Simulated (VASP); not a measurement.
# AlN (P6_3/mmc) in VASP: a series of runs

Runs on AlN. Level: LDA. Tasks: single point.

Everything below comes from runs of VASP 6.6.1. Logs are shortened: lines on timing, memory, paths and dates and some standing lists are left out, and cuts for length are marked.

## (1) The cell of the first run

Symmetry: P6_3/mmc, No. 194, hexagonal system. Conventional cell: a = 3.117 Å, b = 3.117 Å, c = 4.729 Å, α = 90.00°, β = 90.00°, γ = 120.00°. Within 2.4 Å of Al (site symmetry -6m2) lie 5 N at 1.80 to 2.36 Å. N (site symmetry -6m2) has 5 Al at 1.80 to 2.36 Å within 2.4 Å.

## (2) Single point, LDA

The input, INCAR:

```
SYSTEM = AlN
PREC     = Accurate       ! precision mode
ENCUT    = 600            ! plane-wave cutoff, eV
EDIFF    = 1E-6           ! SCF threshold, eV
ISMEAR   = 0              ! smearing method
SIGMA    = 0.05           ! smearing width, eV
LREAL    = .FALSE.        ! projectors in reciprocal space
LASPH    = .TRUE.         ! aspherical terms in the spheres
NELM     = 120            ! most SCF steps
ALGO     = Normal         ! electronic algorithm
ISIF     = 2              ! what is computed and relaxed
LWAVE    = .FALSE.        ! write WAVECAR
LCHARG   = .FALSE.        ! write CHGCAR
GGA      = CA             ! functional
NBANDS   = 16             ! bands
GGA_COMPAT= .FALSE.
```

The input, KPOINTS:

```
Automatic mesh
0
G
  9 9 6
  0 0 0
```

The input, POSCAR:

```
AlN
1.0
    3.1168202449      0.0000000000      0.0000000000
   -1.5584101224      2.6992455111      0.0000000000
    0.0000000000      0.0000000000      4.7287771875
Al N
2 2
Direct
    0.3333333333      0.6666666667      0.7500000000
    0.6666666667      0.3333333333      0.2500000000
    0.3333333333      0.6666666667      0.2500000000
    0.6666666667      0.3333333333      0.7500000000
```

Potentials or basis: VASP PAW LDA potentials, release 64 (Al, N).

Launch:

```
$ cat potpaw_LDA.64/Al/POTCAR potpaw_LDA.64/N/POTCAR > POTCAR
$ mpirun -np 1 vasp_std > vasp.out
```

OUTCAR:

```text
SYSTEM = AlN
   PREC = Accurate
   ENCUT = 600
   EDIFF = 1E-6
   ISMEAR = 0
   LREAL = .FALSE.
   LASPH = .TRUE.
   NELM = 120
   ISIF = 2
   GGA = CA

 ion  position               nearest neighbor table
   1  0.333  0.667  0.750-   4 1.80   4 1.80   4 1.80   3 2.36   3 2.36   2 2.97   2 2.97   2 2.97
                             2 2.97   2 2.97   2 2.97
   2  0.667  0.333  0.250-   3 1.80   3 1.80   3 1.80   4 2.36   4 2.36   1 2.97   1 2.97   1 2.97
                             1 2.97   1 2.97   1 2.97
   3  0.333  0.667  0.250-   2 1.80   2 1.80   2 1.80   1 2.36   1 2.36
   4  0.667  0.333  0.750-   1 1.80   1 1.80   1 1.80   2 2.36   2 2.36

  LATTYP: Found a hexagonal cell.
 ALAT       =     3.1168202449
 C/A-ratio  =     1.5171799513

  Lattice vectors:

 A1 = (   3.1168202449,   0.0000000000,   0.0000000000)
 A2 = (  -1.5584101224,   2.6992455111,   0.0000000000)
 A3 = (   0.0000000000,   0.0000000000,   4.7287771875)

Analysis of symmetry for initial positions (statically):
=====================================================================
 Subroutine PRICEL returns:
 Original cell was already a primitive cell.

 Routine SETGRP: Setting up the symmetry group for a
 hexagonal supercell.

 Subroutine GETGRP returns: Found 24 space group operations
 (whereof 12 operations were pure point group operations)
 out of a pool of 24 trial point group operations.

The static configuration has the point symmetry D_3d.
 The point group associated with its full space group is D_6h.

Analysis of symmetry for dynamics (positions and initial velocities):
=====================================================================
 Subroutine PRICEL returns:
 Original cell was already a primitive cell.

 Routine SETGRP: Setting up the symmetry group for a
 hexagonal supercell.

 Subroutine GETGRP returns: Found 24 space group operations
 (whereof 12 operations were pure point group operations)
 out of a pool of 24 trial point group operations.

The dynamic configuration has the point symmetry D_3d.
 The point group associated with its full space group is D_6h.

 Subroutine INISYM returns: Found 24 space group operations
 (whereof 12 operations are pure point group operations),
 and found     1 'primitive' translations

----------------------------------------------------------------------------------------

                                     Primitive cell

  volume of cell :      39.7835

  direct lattice vectors                    reciprocal lattice vectors
     3.116820245  0.000000000  0.000000000     0.320839805  0.185236948  0.000000000
    -1.558410122  2.699245511  0.000000000     0.000000000  0.370473896  0.000000000
     0.000000000  0.000000000  4.728777188     0.000000000  0.000000000  0.211471161

  length of vectors
     3.116820245  3.116820245  4.728777188     0.370473896  0.370473896  0.211471161

  position of ions in fractional coordinates (direct lattice)
     0.333333333  0.666666667  0.750000000
     0.666666667  0.333333333  0.250000000
     0.333333333  0.666666667  0.250000000
     0.666666667  0.333333333  0.750000000

  ion indices of the primitive-cell ions
   primitive index   ion index
                 1           1
                 2           2
                 3           3
                 4           4

----------------------------------------------------------------------------------------

 KPOINTS: Automatic mesh

Automatic generation of k-mesh.
 Grid dimensions read from file:
 generate k-points for:    9    9    6

 Generating k-lattice:

  Cartesian coordinates                     Fractional coordinates (reciprocal lattice)
     0.035648867  0.020581883  0.000000000     0.111111111  0.000000000  0.000000000
     0.000000000  0.041163766  0.000000000     0.000000000  0.111111111  0.000000000
     0.000000000  0.000000000  0.035245193     0.000000000  0.000000000  0.166666667

  Length of vectors
     0.041163766  0.041163766  0.035245193

  Shift w.r.t. Gamma in fractional coordinates (k-lattice)
     0.000000000  0.000000000  0.000000000

 Subroutine IBZKPT returns following result:
 ===========================================

 Found     48 irreducible k-points:

 Following reciprocal coordinates:
            Coordinates               Weight
  0.000000  0.000000  0.000000      1.000000
  0.111111 -0.000000  0.000000      6.000000
  0.222222  0.000000  0.000000      6.000000
  0.333333  0.000000  0.000000      6.000000
  0.444444  0.000000  0.000000      6.000000
  0.111111  0.111111  0.000000      6.000000
[... 16 lines left out ...]
  0.333333  0.222222  0.166667     24.000000
  0.333333  0.333333  0.166667      4.000000
 [... further k-points ...]
   k-points           NKPTS =     48   k-points in BZ     NKDIM =     48   number of bands    NBANDS=     16
   number of dos      NEDOS =    301   number of ions     NIONS =      4
   total plane-waves  NPLWV =  31360
   dimension x,y,z NGX =    28 NGY =   28 NGZ =   40
   dimension x,y,z NGXF=    56 NGYF=   56 NGZF=   80
   ions per type =               2   2
   NGX,Y,Z   is equivalent  to a cutoff of  14.93, 14.93, 14.06 a.u.
   NGXF,Y,Z  is equivalent  to a cutoff of  29.87, 29.87, 28.12 a.u.
 SYSTEM =  AlN
   PREC   = accura    normal or accurate (medium, high low for compatibility)
   ISTART =      0    job   : 0-new  1-cont  2-samecut
   ICHARG =      2    charge: 1-file 2-atom 10-const
   ISPIN  =      1    spin polarized calculation?
   LNONCOLLINEAR =      F non collinear calculations
   LSORBIT =      F    spin-orbit coupling
   LASPH  =      T    aspherical Exc in radial PAW
   ENCUT  =  600.0 eV  44.10 Ry    6.64 a.u.   6.23  6.23  9.44*2*pi/ulx,y,z
   NELM   =    120;   NELMIN=  2; NELMDL= -5     # of ELM steps
   EDIFF  = 0.1E-05   stopping-criterion for ELM
   LREAL  =      F    real-space projection
   EDIFFG = 0.1E-04   stopping-criterion for IOM
   NSW    =      0    number of steps for IOM
   IBRION =     -1    ionic relax: 0-MD 1-quasi-New 2-CG
   NFREE  =      0    steps in history (QN), initial steepest desc. (CG)
   ISIF   =      2    stress and relaxation
   ISYM   =      2    0-nonsym 1-usesym 2-fastsym
   POTIM  = 0.5000    time-step for ionic-motion
   TEBEG  =    0.0;   TEEND  =   0.0 temperature during run
   PSTRESS=    0.0 pullay stress
   NELECT =      16.0000    total number of electrons
   NUPDOWN=      -1.0000    fix difference up-down
   EMIN   =  10.00;   EMAX   =-10.00  energy-range for DOS
   EFERMI =   0.00;   METHOD = LEGACY
   ISMEAR =     0;   SIGMA  =   0.05  broadening in eV -4-tet -1-fermi 0-gaus
   EFERMI_NEDOS =   21; number of points for ismear=-14 and -15
   IALGO  =     38    algorithm
   IMIX   =      4    mixing-type and parameters
     AMIX     =   0.40;   BMIX     =  1.00
     AMIX_MAG =   1.60;   BMIX_MAG =  1.00
  volume/ion in A,a.u.               =       9.95        67.12
  Fermi-wavevector in a.u.,A,eV,Ry     =   1.208409  2.283561 19.867927  1.460251
  Thomas-Fermi vector in A             =   2.344017
   LORBIT       =      0    0 simple, 1 ext, 2 COOP (PROOUT), +10 PAW based schemes
   GGA     = CA    functional components
   LHFCALC =     F    Hartree Fock is set to
   AEXX    =    0.0000 exact exchange contribution
   IVDW    =     0    specifies the selected vdW correction
   LEPSILON=     F    determine dielectric tensor
   LRPA    =     F    only Hartree local field effects (RPA)
 non-spin polarized calculation
 Gauss-broadening in eV      SIGMA  =   0.05
  energy-cutoff  :      600.00
  volume of cell :       39.78
 maximum number of plane-waves:      1350
 NGX is ok and might be reduce to    28
   NGX = 13   NGY = 13   NGZ = 19

 number of electron      15.9999999 magnetization

 Free energy of the ion-electron system (eV)
  ---------------------------------------------------
  ext. energy  EPLUGINS =         0.00000000
  ---------------------------------------------------
  free energy    TOTEN  =       -31.98005412 eV

  energy without entropy =      -31.98005412  energy(sigma->0) =      -31.98005412

 E-fermi :   8.0913     XC(G=0): -11.4695

 val. band max:        7.8397575799   @ k =   0.0000   0.0000   0.0000
 cond. band min:      10.8910525254   @ k =   0.0000   0.0000   0.0000
 fundamental gap:      3.0512949455
 Fermi energy:         8.0912871356

 k-point     1 :       0.0000    0.0000    0.0000
  band No.  band energies     occupation
      1      -8.9504      2.00000
      2      -6.3186      2.00000
      3       0.5256      2.00000
      4       4.8583      2.00000
      5       4.8583      2.00000
      6       5.7062      2.00000
[... 8 lines left out ...]
     15      19.0459      0.00000
     16      19.0589      0.00000

 k-point     2 :       0.1111   -0.0000    0.0000
  band No.  band energies     occupation
      1      -8.7869      2.00000
      2      -6.2347      2.00000
      3       0.7112      2.00000
      4       4.2319      2.00000
      5       4.6751      2.00000
      6       5.1382      2.00000
[... 8 lines left out ...]
     15      19.1966      0.00000
     16      19.4610      0.00000

 k-point     3 :       0.2222    0.0000    0.0000
  band No.  band energies     occupation
      1      -8.3204      2.00000
      2      -6.0322      2.00000
      3       1.2544      2.00000
      4       2.8592      2.00000
      5       4.0109      2.00000
      6       4.2963      2.00000
[... 8 lines left out ...]
     15      18.7611      0.00000
     16      18.8479      0.00000
[... 362 lines left out ...]
 k-point    23 :       0.3333    0.2222    0.1667
  band No.  band energies     occupation
      1      -6.6030      2.00000
      2      -5.9837      2.00000
      3       1.0284      2.00000
      4       1.8466      2.00000
      5       2.5902      2.00000
      6       3.9679      2.00000
[... 8 lines left out ...]
     15      18.2943      0.00000
     16      21.2358      0.00000

 k-point    24 :       0.3333    0.3333    0.1667
  band No.  band energies     occupation
      1      -6.1981      2.00000
      2      -6.1981      2.00000
      3       1.1812      2.00000
      4       2.0292      2.00000
      5       2.0292      2.00000
      6       3.4716      2.00000
[... 8 lines left out ...]
     15      18.3579      0.00000
     16      21.5229      0.00000

 [... further k-points ...]

------------------------ aborting loop because EDIFF is reached ----------------------------------------

  FORCE on cell =-STRESS in cart. coord.  units (eV):
  Direction    XX          YY          ZZ          XY          YZ          ZX
  --------------------------------------------------------------------------------------
  -------------------------------------------------------------------------------------
  Total        4.4575574      4.4575574     -3.2283708      0.0000000      0.0000000      0.0000000
  in kB      179.5165670    179.5165670   -130.0142622      0.0000000      0.0000000      0.0000000
  external PRESSURE =      76.3396239 kB  Pullay stress =       0.0000000 kB

 VOLUME and BASIS-vectors are now :
 -----------------------------------------------------------------------------
  energy-cutoff  :      600.00
  volume of cell :       39.78
      direct lattice vectors                 reciprocal lattice vectors
     3.116820245  0.000000000  0.000000000     0.320839805  0.185236948  0.000000000
    -1.558410122  2.699245511  0.000000000     0.000000000  0.370473896  0.000000000
     0.000000000  0.000000000  4.728777188     0.000000000  0.000000000  0.211471161

 POSITION                                       TOTAL-FORCE (eV/Angst)
 -----------------------------------------------------------------------------------
     -0.00000      1.79950      3.54658        -0.000000     -0.000000      0.000000
      1.55841      0.89975      1.18219         0.000000      0.000000      0.000000
     -0.00000      1.79950      1.18219         0.000000     -0.000000      0.000000
      1.55841      0.89975      3.54658        -0.000000      0.000000      0.000000
 -----------------------------------------------------------------------------------
    total drift:                               -0.000000      0.000000     -0.000000

  FREE ENERGIE OF THE ION-ELECTRON SYSTEM (eV)
  ---------------------------------------------------
  free  energy   TOTEN  =       -31.9800541240 eV

  energy  without entropy=      -31.9800541240  energy(sigma->0) =      -31.98005412
```

It took 58 s on 1 thread of Intel Xeon 8259CL, shared host; peak memory 0.17 GiB.

Results:

```
Free energy            : -31.9801 eV
Pressure               : 7.6 GPa
Band gap on the k mesh : 3.05 eV, direct
```

(Part 1 of 2 ends here.)
